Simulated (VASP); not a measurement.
Write the native input for VASP 6.6.1 that does the following.

* Task: single point
* Functional: PBE
* Potentials or basis: VASP PAW PBE potentials, release 64 (Ta_pv)
* Cutoff: 520 eV
* k mesh: 9 × 9 × 13
* Occupations: fermi-dirac, width 0.1 eV
* Spin: no spin polarisation
* Dipole correction: no
* Further INCAR settings: ALGO = Normal; EDIFF = 1e-07; NBANDS = 24

The structure of Ta lies in POSCAR:

```
Ta
1.0
    4.6609286431      0.0000000000      0.0000000000
   -2.3304643215      4.0364826102      0.0000000000
    0.0000000000      0.0000000000      2.6168897598
Ta
3
Direct
    1.0000000000      1.0000000000      0.0000000000
    0.3333333333      0.6666666667      0.5000000000
    0.6666666667      0.3333333333      0.5000000000
```

This isn't the form of Ta at room conditions, which is bcc.

One way to write it, as run:

INCAR

```
  PREC = Accurate
  ENCUT = 520
  EDIFF = 1E-7
  ISMEAR = -1
  SIGMA = 0.1
  LREAL = False
  LASPH = True
  NELM = 100
  ALGO = Normal
  ISIF = 2
  LWAVE = False
  LCHARG = True
  GGA = PE
  LELF = True
  LVHAR = True
  NBANDS = 24
```

KPOINTS

```
Automatic mesh
0
Gamma
  9 9 13
```

Potentials or basis: VASP PAW PBE potentials, release 64 (Ta_pv).

Command:

```console
$ cat potpaw_PBE.64/Ta_pv/POTCAR > POTCAR
$ mpirun -np 1 vasp_std > vasp.out
```

It gave:

```yaml
Pressure: 30.3 GPa
Band_gap_on_the_k_mesh: zero (an odd number of electrons rules out a gap without spin polarisation)
```

Caveat: the cell stands under pressure; spin-orbit coupling is left out, which moves the levels of the heavy elements.

Wall time 83 s on 1 thread of Intel(R) Xeon(R) Platinum 8259CL CPU @ 2.50GHz (Skylake/Cascade Lake), with other jobs on the host, peak memory 0.21 GiB.
